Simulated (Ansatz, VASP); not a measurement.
One calculation of NbTe2Mo3, two programs

```xyz
6
Lattice="5.4275 0.0000 0.0000 -2.7138 4.7004 0.0000 0.0000 0.0000 4.5819" Properties=species:S:1:pos:R:3 pbc="T T T"
Nb    0.0000    0.0000    0.0000
Te    0.0000    3.1336    0.0000
Te    2.7138    1.5668    0.0000
Mo    2.7138    0.0000    2.2909
Mo    1.3569    2.3502    2.2909
Mo   -1.3569    2.3502    2.2909
```

Change from the starting cell: species swapped into the DySi2Rh3 type (P6/mmm, No. 191).

Alike in both runs: functional PBE; k mesh 3 × 3 × 4; occupations gaussian, width 0.2 eV; no spin polarisation.

Ansatz relaxed the structure, and its values are those at the end. VASP's run is a single point on that final structure, the one shown.

|  | VASP | Ansatz |
| --- | --- | --- |
| version | VASP 6.6.1 | Ansatz 0.2.0 |
| potentials or method | VASP PAW PBE potentials, release 64 (Nb_sv, Te, Mo_sv), cutoff 500 eV | scalar-relativistic, plane waves, PAW |
| valence electrons in the cell | 67 | 87 |

|  | VASP | Ansatz | Ansatz less VASP |
| --- | --- | --- | --- |
| gap on the k mesh at the Fermi level (eV) | none | none | - |
| pressure (GPa) | 0.1 | 0.1 | -0.04 |

A gap of «none» marks a metal or a gap that the smearing closes. The functional is the same, so the differences come from potentials, cutoffs and numerics. VASP's potentials hold 67 valence electrons a cell and Ansatz's 87, so a difference there can come from the potentials and not from the codes.

The k mesh is coarse, so the values compare programs but aren't converged. Spin-orbit coupling is off throughout.
